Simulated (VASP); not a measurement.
TiAl3, 4 atoms in the cell. Symmetry: Pmm2, No. 25, orthorhombic system. Conventional cell: a = 2.840 Å, b = 4.681 Å, c = 4.901 Å, α = 90.00°, β = 90.00°, γ = 90.00°. Ti (site symmetry mm2) has 10 Al at 2.83 to 2.85 Å and 2 Ti at 2.84 Å within 3.7 Å. Within 3.7 Å of Al (site symmetry mm2) lie 4 Ti at 2.83 to 2.84 Å and 8 Al at 2.84 to 2.86 Å. Al (site symmetry mm2) has 8 Al at 2.81 to 2.86 Å and 4 Ti at 2.85 Å within 3.7 Å. Within 3.7 Å of Al (site symmetry mm2) lie 10 Al at 2.81 to 2.86 Å and 2 Ti at 2.85 Å. 

```yaml
Program: VASP 6.6.1
Task: single point
Functional: r2SCAN
Potentials_or_basis: VASP PAW PBE potentials, release 64 (Ti_sv, Al)
Cutoff: 520 eV
k_mesh: 14 × 10 × 10
Occupations: methfessel-paxton, width 0.1 eV
Spin: no spin polarisation
Dipole_correction: no
Further_INCAR_settings: ALGO = Normal; EDIFF = 1e-06; NBANDS = 18
```

Potentials or basis: VASP PAW PBE potentials, release 64 (Ti_sv, Al).

The run is started by

```console
$ cat potpaw_PBE.64/Ti_sv/POTCAR potpaw_PBE.64/Al/POTCAR > POTCAR
$ cp INCAR.step1 INCAR
$ mpirun -np 1 vasp_std > vasp.out
$ cp INCAR.step2 INCAR
$ mpirun -np 1 vasp_std > vasp.out
```

Hardware: 1 thread of AMD EPYC 9R45 96-Core Processor (Zen 5), on a shared host.

Question: Estimate the wall time of this run.

Answer: Run time: 12 min on 1 thread of AMD EPYC 9R45 96-Core Processor (Zen 5), on a shared host, peak memory 0.39 GiB. Counts: k points 288.
